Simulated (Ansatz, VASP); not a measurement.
Pt: VASP beside Ansatz

```
Pt
1.0
     2.89870    0.00000    0.00000
    -1.44935    2.51035    0.00000
     0.00000    0.00000    4.91194
Pt
2
Cartesian
  1.4493 0.8368 3.6840
  0.0000 1.6736 1.2280
```

Change from the starting cell: strain +0.050 along x and y, +0.025 along z, atoms carried along.

Alike in both runs: task single point; functional r2SCAN; k mesh 18 × 18 × 10; occupations gaussian, width 0.15 eV; no spin polarisation.

```csv
,VASP,Ansatz
version,VASP 6.6.1,Ansatz 0.2.0
potentials or method,"VASP PAW PBE potentials, release 64 (Pt), cutoff 520 eV","scalar-relativistic, plane waves, PAW"
valence electrons in the cell,20,36
```

Ansatz gave:

* gap on the k mesh at the Fermi level (eV): none
* pressure (GPa): -26.3
* traceless stress, the component that is largest in VASP (GPa): 3.77

Problem. Estimate VASP's values.

Solution. gap on the k mesh at the Fermi level (eV): none; pressure (GPa): -26.1; traceless stress, the component that is largest in VASP (GPa): 3.64.

VASP's potentials were made for PBE, not for r2SCAN. A gap of «none» marks a metal or a gap that the smearing closes. VASP's potentials hold 20 valence electrons a cell and Ansatz's 36, so a difference there can come from the potentials and not from the codes.

Spin-orbit coupling is off throughout.
